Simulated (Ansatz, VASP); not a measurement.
# One calculation of Ir, two programs

INCAR

```
PREC = Accurate
ENCUT = 560
EDIFF = 1E-6
ISMEAR = 0
SIGMA = 0.15
LREAL = False
LASPH = True
NELM = 120
ALGO = Normal
ISIF = 2
LWAVE = False
LCHARG = False
GGA = PS
NBANDS = 14
GGA_COMPAT = False
```

File KPOINTS:

```
regular mesh
0
Gamma
  22 22 22
```

POSCAR

```
Ir
1.0
    0.0000000000      1.9005030000      1.9197000000
    1.9197000000      0.0000000000      1.9197000000
    1.9197000000      1.9005030000      0.0000000000
Ir
1
Direct
    0.0000000000      0.0000000000      0.0000000000
```

Input for Ansatz:

```yaml
crystal:
  lattice:
    - [0.0, 1.900503, 1.9197]
    - [1.9197, 0.0, 1.9197]
    - [1.9197, 1.900503, 0.0]
  atoms:
    - { symbol: Ir, position: [0.0, 0.0, 0.0] }
basis:
  ecutwfc: 420
kpoints:
  mp_grid: { grid: [22, 22, 22] }
hamiltonian:
  xc: pbesol
scf:
  occupations: { method: gaussian, width: 0.15 }
output:
  forces: true
  stress: true
  eigenvalues: true
```

Change from the starting cell: strain -0.0100 x Voigt [0, 1, 0, 0, 0, 0], atoms carried along.

Alike in both runs: task single point; functional PBEsol; k mesh 22 × 22 × 22; occupations gaussian, width 0.15 eV; no spin polarisation.

|  | VASP | Ansatz |
| --- | --- | --- |
| version | VASP 6.6.1 | Ansatz 0.2.0 |
| potentials or method | VASP PAW PBE potentials, release 64 (Ir_sv_GW), cutoff 560 eV | scalar-relativistic, plane waves, PAW |
| valence electrons in the cell | 17 | 17 |

|  | VASP | Ansatz | Ansatz less VASP |
| --- | --- | --- | --- |
| gap on the k mesh at the Fermi level (eV) | none | none | - |
| pressure (GPa) | -0.6 | 1.3 | +1.91 |
| traceless stress, the component that is largest in VASP (GPa) | 2.55 | 2.56 | +0.009 |

VASP's potentials were made for PBE, not for PBEsol. A gap of «none» marks a metal or a gap that the smearing closes. With one functional, cell and mesh, what is left measures potentials, basis and numerics.

Spin-orbit coupling is off throughout.
